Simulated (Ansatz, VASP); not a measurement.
# Two plane-wave programs on KZnF3

```
CELL_PARAMETERS angstrom
3.95731 0.00000 0.00000
0.00000 3.95731 0.00000
0.00000 0.00000 3.95731
ATOMIC_POSITIONS crystal
K 0.50000 0.50000 0.50000
Zn 0.00000 0.00000 0.00000
F 0.00000 0.50000 0.00000
F 0.00000 0.00000 0.50000
F 0.50000 0.00000 0.00000
```

Alike in both runs: task relaxation of cell and atoms; functional PBE; k mesh 6 × 6 × 6; occupations gaussian, width 0.1 eV; no spin polarisation.

```csv
,VASP,Ansatz
version,VASP 6.6.1,Ansatz 0.2.0
potentials or method,"VASP PAW PBE potentials, release 64 (K_sv, Zn, F), cutoff 600 eV","scalar-relativistic, plane waves, PAW"
valence electrons in the cell,42,42
```

|  | VASP | Ansatz | Ansatz less VASP |
| --- | --- | --- | --- |
| gap on the k mesh at the Fermi level, each at its own relaxed structure (eV) | 3.63 | 3.73 | +0.101 |
| relaxed volume (Å³/atom) | 14.21 | 13.99 | -0.217 |
| relaxed length of the cell vector where the two differ most in proportion (Å) | 4.141 | 4.120 | -0.0212 |
